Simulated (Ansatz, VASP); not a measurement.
## Pd: VASP beside Ansatz

```
CELL_PARAMETERS angstrom
2.61491 0.00000 0.00000
0.00000 2.61491 0.00000
0.00000 0.00000 2.61491
ATOMIC_POSITIONS crystal
Pd 0.00000 0.00000 0.00000
```

Alike in both runs: task single point; functional PBE; k mesh 12 × 12 × 12; occupations fermi-dirac, width 0.05 eV; non-collinear spin, spin-orbit coupling.

|  | VASP | Ansatz |
| --- | --- | --- |
| version | VASP 6.6.1 | Ansatz 0.2.0 |
| potentials or method | VASP PAW PBE potentials, release 64 (Pd), cutoff 500 eV | plane waves (420 eV) with PAW, fully relativistic with spin-orbit coupling |
| valence electrons in the cell | 10 | 18 |

```csv
,VASP,Ansatz,Ansatz less VASP
net moment per atom (μB),0.00,0.00,-0.001
```

VASP's potentials hold 10 valence electrons a cell and Ansatz's 18, so a difference there can come from the potentials and not from the codes. Ansatz's warnings: seeded moment not kept.
